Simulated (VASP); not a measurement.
Runs of VASP 6.6.1 on S. The structure is cubic, space group Fm-3m (No. 225). The conventional cell has a = 3.989 Å, b = 3.989 Å, c = 3.989 Å, α = 90.00°, β = 90.00°, γ = 90.00°. Within 3.7 Å of S (site symmetry m-3m) lie 12 S at 2.82 Å. 

| k mesh | gap on the mesh (eV) | pressure (GPa) |
| --- | --- | --- |
| 8 × 8 × 8 | none | 0.1 |
| 6 × 6 × 6 | none | -0.1 |
| 12 × 12 × 12 | none | 0.3 |
| 10 × 10 × 10 | none | -0.9 |
| 3 × 3 × 3 | none | (a) |
| 4 × 4 × 4 | none | 0.1 |

Alike in all rows: task single point; level PBE; potentials or basis VASP PAW PBE potentials, release 64 (S); no spin polarisation; cell as given; cutoff (eV) 520; smearing methfessel-paxton 0.1 eV.

Q: Fill in the values left out.

A: (a) 3.9.

Caveats: some runs use coarse meshes.

A gap of «none» marks levels without a gap at the run's occupations.
